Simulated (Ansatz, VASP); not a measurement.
**Two plane-wave programs on HfH6**

```
Hf H
1.0
     3.80562    0.00000    0.00000
     0.00000    3.80562    0.00000
     0.00000    0.00000    3.80562
Hf H
1 6
Direct
  0.00000 0.00000 0.00000
  0.38181 0.00000 0.00000
  0.61819 0.00000 0.00000
  0.00000 0.38181 0.00000
  0.00000 0.61819 0.00000
  0.00000 0.00000 0.38181
  0.00000 0.00000 0.61819
```

Alike in both runs: task relaxation of cell and atoms; functional PBE; k mesh 4 × 4 × 4; occupations gaussian, width 0.1 eV; no spin polarisation.

```csv
,VASP,Ansatz
version,VASP 6.6.1,Ansatz 0.2.0
potentials or method,"VASP PAW PBE potentials, release 64 (Hf_pv, H), cutoff 600 eV","scalar-relativistic, plane waves, PAW"
valence electrons in the cell,16,32
```

|  | VASP | Ansatz | Ansatz less VASP |
| --- | --- | --- | --- |
| gap on the k mesh at the Fermi level, each at its own relaxed structure (eV) | none | none | - |
| relaxed volume (Å³/atom) | 19.45 | 20.11 | +0.658 |
| relaxed cell length with the largest relative difference (Å) | 5.145 | 5.202 | +0.0574 |

A gap of «none» marks a metal or a gap that the smearing closes. VASP's potentials hold 16 valence electrons a cell and Ansatz's 32, so a difference there can come from the potentials and not from the codes.

The k mesh is coarse, so the values compare programs but aren't converged. Spin-orbit coupling is off throughout. Noted on VASP's run: the volume moved by over 15 % at a fixed basis, so the end points are rough.
